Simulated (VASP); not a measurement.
# La: relaxation of cell and atoms with PBEsol

Crystal: La.

```xyz
1
Lattice="0.0000 2.6546 2.6546 2.6546 0.0000 2.6546 2.6546 2.6546 0.0000" Properties=species:S:1:pos:R:3 pbc="T T T"
La    0.0000    0.0000    0.0000
```

This isn't the form of La at room conditions, which is double hcp.

| Property | Result |
| --- | --- |
| Program | VASP 6.6.1 |
| Task | relaxation of cell and atoms |
| Functional | PBEsol |
| Potentials or basis | VASP PAW PBE potentials, release 64 (La) |
| Cutoff | 600 eV |
| k mesh | 10 × 10 × 10 |
| Occupations | fermi-dirac, width 0.1 eV |
| Spin | no spin polarisation |
| Dipole correction | no |
| Further INCAR settings | ALGO = Normal; EDIFF = 1e-06; IBRION = 2; EDIFFG = -0.01; NSW = 80; ISIF = 3 |

```yaml
Relaxed_volume: 34.19 Å³/atom
Relaxed_cell: a = 3.643 Å, b = 3.643 Å, c = 3.643 Å, α = 60.00°, β = 60.00°, γ = 60.00°
Space_group_after_relaxing_to_0.1_Å: Fm-3m (No. 225)
Energy_gained_by_relaxing: 22.8 meV/atom
Ionic_steps: 3
Pressure_after_relaxing: 0.0 GPa
Band_gap_on_the_k_mesh: zero (an odd number of electrons rules out a gap without spin polarisation)
```

The path:
```csv
step,energy change (eV),largest force (eV/Å),pressure (GPa),volume (Å³)
1,0.0000,0.0000,-2.15,37.42
2,-0.0219,0.0000,-0.44,34.76
3,-0.0228,0.0000,-0.02,34.19
```

Final structure:
```xyz
1
Lattice="0.0000 2.5760 2.5760 2.5760 0.0000 2.5760 2.5760 2.5760 0.0000" Properties=species:S:1:pos:R:3 pbc="T T T"
La    0.0000    0.0000    0.0000
```

Levels at points of the mesh, in eV from the Fermi level:
```csv
k point,band 2,band 3,band 4,band 5,band 6,band 7,band 8,band 9
"(0.00, 0.00, 0.00)",-15.47,-15.47,-15.47,-3.17,1.40,1.55,1.55,1.55
"(0.50, 0.00, 0.00)",-17.25,-15.70,-15.70,-1.83,1.32,1.32,1.43,2.05
"(0.50, 0.50, 0.00)",-17.12,-16.10,-16.10,-2.20,-1.59,2.13,2.13,2.16
```

Wall time 120 s on 1 thread of Intel Xeon 8259CL, on a shared host, peak memory 0.2 GiB.

Caveat: the PAW data sets were made with another functional, which shifts forces and pressure a little; spin-orbit coupling is left out, which moves the levels of the heavy elements.
